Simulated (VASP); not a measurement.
Set up this calculation in VASP 6.6.1, as the native input.

* Task: single point
* Functional: PBE
* Potentials or basis: VASP PAW PBE potentials, release 64 (Fe, O)
* Cutoff: 600 eV
* k mesh: 20 × 20 × 20
* Occupations: gaussian, width 0.15 eV
* Spin: collinear spin, ferromagnetic start
* Starting moments: [3.79, 0.35] μB
* Dipole correction: no
* Further INCAR settings: ALGO = Normal; EDIFF = 1e-06; NBANDS = 18

The structure of FeO lies in POSCAR:

```
FeO
1.0
    0.0000000000      2.0691840000      2.2416160000
    2.0691840000      0.0000000000      2.2416160000
    2.0691840000      2.0691840000      0.0000000000
Fe O
1 1
Direct
    0.0000000000      0.0000000000      0.0000000000
    0.5000000000      0.5000000000      0.5000000000
```

This cell differs from its parent crystal: strain -0.040 along x and y, +0.040 along z.

The input as run:

INCAR

```
ALGO = Normal
EDIFF = 1E-6
ENCUT = 600
GGA = PE
GGA_COMPAT = F
ISIF = 2
ISMEAR = 0
ISPIN = 2
LASPH = T
LCHARG = F
LMAXMIX = 4
LORBIT = 11
LREAL = F
LWAVE = F
MAGMOM = 3.79 0.35
NBANDS = 18
NELM = 200
PREC = Accurate
SIGMA = 0.15
```

KPOINTS

```
k-points
0
Gamma
  20 20 20
```

Potentials or basis: VASP PAW PBE potentials, release 64 (Fe, O).

Launch:

```sh
$ cat potpaw_PBE.64/Fe/POTCAR potpaw_PBE.64/O/POTCAR > POTCAR
$ mpirun -np 1 vasp_std > vasp.out
```

It gave:

```
Pressure                                              : 9.5 GPa
Net moment                                            : 3.92 μB per cell
Site moments                                          : Fe +3.55; O +0.29 μB
Valence electrons inside the program's atomic spheres : Fe 6.84; O 5.02
```

Caveat: the cell differs from its parent crystal (strain -0.040 along x and y, +0.040 along z); the stress differs along the axes, from 3 to 13 GPa; a cell with one magnetic atom can't hold antiferromagnetic order, which such compounds often take.

It took 3 min on 1 thread of Intel(R) Xeon(R) 6975P-C (Granite Rapids), with other jobs on the host, peak memory 0.49 GiB.
